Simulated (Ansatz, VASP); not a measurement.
**LiCuAuO2 in VASP and in Ansatz**

```
Li Cu Au O
1.0
     1.70892    0.98665    5.64221
    -1.70892    0.98665    5.64221
     0.00000   -1.97330    5.64221
Li Cu Au O
1 1 1 2
Direct
  0.76073 0.76073 0.76073
  0.52233 0.52233 0.52233
  0.98959 0.98959 0.98959
  0.88111 0.88111 0.88111
  0.09624 0.09624 0.09624
```

Alike in both runs: task single point; functional PBEsol; k mesh 18 × 18 × 18; occupations gaussian, width 0.15 eV; no spin polarisation.

|  | VASP | Ansatz |
| --- | --- | --- |
| version | VASP 6.6.1 | Ansatz 0.2.0 |
| potentials or method | VASP PAW PBE potentials, release 64 (Li_sv, Cu, Au, O), cutoff 520 eV | scalar-relativistic, plane waves, PAW |
| valence electrons in the cell | 37 | 53 |

```csv
,VASP,Ansatz,Ansatz less VASP
gap on the k mesh at the Fermi level (eV),none,none,-
rms of the force components (eV/Å),1.635,1.593,-0.0410
```

VASP's potentials were made for PBE, not for PBEsol. Atom by atom the forces differ by 0.045 eV/Å (rms over components). A gap of «none» marks a metal or a gap that the smearing closes. VASP's potentials hold 37 valence electrons a cell and Ansatz's 53, so a difference there can come from the potentials and not from the codes.

Spin-orbit coupling is off throughout. Noted on VASP's run: the cutoff is under 1.25 times that of the potentials, so the pressure is a little rough.
